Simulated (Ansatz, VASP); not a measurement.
**KI: VASP beside Ansatz**

File INCAR:

```
  PREC = Accurate
  ENCUT = 520
  EDIFF = 1E-7
  ISMEAR = 0
  SIGMA = 0.05
  LREAL = False
  LASPH = True
  NELM = 100
  ALGO = Normal
  ISIF = 2
  LWAVE = False
  LCHARG = False
  GGA = PE
  NBANDS = 15
```

File KPOINTS:

```
Automatic mesh
0
Gamma
  6 6 6
```

POSCAR

```
KI
1.0
    0.0132170625      3.5245500000      3.5245500000
    3.5377670625      0.0000000000      3.5377670625
    3.5245500000      3.5245500000      0.0132170625
K I
1 1
Direct
    0.0000000000      0.0000000000      0.0000000000
    0.5000000000      0.5000000000      0.5000000000
```

Input for Ansatz:

```yaml
crystal:
  lattice:
    - [0.0132170625, 3.52455, 3.52455]
    - [3.5377670625, 0.0, 3.5377670625]
    - [3.52455, 3.52455, 0.0132170625]
  atoms:
    - { symbol: K, position: [0.0, 0.0, 0.0] }
    - { symbol: I, position: [0.5, 0.5, 0.5] }
basis:
  ecutwfc: 420
kpoints:
  mp_grid: { grid: [6, 6, 6] }
hamiltonian:
  xc: pbe
scf:
  occupations: { method: gaussian, width: 0.05 }
output:
  forces: true
  stress: true
  eigenvalues: true
```

Change from the starting cell: strain +0.0075 x Voigt [0, 0, 0, 0, 1, 0], atoms carried along.

Alike in both runs: task single point; functional PBE; k mesh 6 × 6 × 6; occupations gaussian, width 0.05 eV; no spin polarisation.

|  | VASP | Ansatz |
| --- | --- | --- |
| version | VASP 6.6.1 | Ansatz 0.2.0 |
| potentials or method | VASP PAW PBE potentials, release 64 (K_sv, I), cutoff 520 eV | scalar-relativistic, plane waves, PAW |
| valence electrons in the cell | 16 | 26 |

```csv
,VASP,Ansatz,Ansatz less VASP
gap on the k mesh at the Fermi level (eV),3.97,3.97,+0.004
least direct gap on the mesh (eV),3.97,3.97,+0.004
pressure (GPa),0.7,0.7,-0.03
```

VASP's potentials hold 16 valence electrons a cell and Ansatz's 26, so a difference there can come from the potentials and not from the codes.

Neither program's run includes spin-orbit coupling.
